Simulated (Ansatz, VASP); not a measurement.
# One calculation of SrCl2, two programs

```xyz
3
Lattice="0.0000 3.4977 3.4977 3.4977 0.0000 3.4977 3.4977 3.4977 0.0000" Properties=species:S:1:pos:R:3 pbc="T T T"
Sr    0.0000    0.0000    0.0000
Cl    1.7488    1.7488    1.7488
Cl    5.2465    5.2465    5.2465
```

Alike in both runs: task single point; functional PBEsol; k mesh 3 × 3 × 3; no spin polarisation.

|  | VASP | Ansatz |
| --- | --- | --- |
| version | VASP 6.6.1 | Ansatz 0.2.0 |
| potentials or method | VASP PAW PBE potentials, release 64 (Sr_sv, Cl) | plane waves |
| plane-wave cutoff (eV) | 500 | 420 |
| occupations | gaussian, width 0.01 eV | fixed |
| valence electrons in the cell | 24 | 24 |

Ansatz gave:

```
gap on the k mesh at the Fermi level (eV) : 5.29
pressure (GPa)                            : -1.3
```

Task: What did VASP give for the same quantities?

Result: gap on the k mesh at the Fermi level (eV): 5.29; pressure (GPa): -1.2.

VASP's potentials were made for PBE, not for PBEsol.

The k mesh is coarse, so the values compare programs but aren't converged.
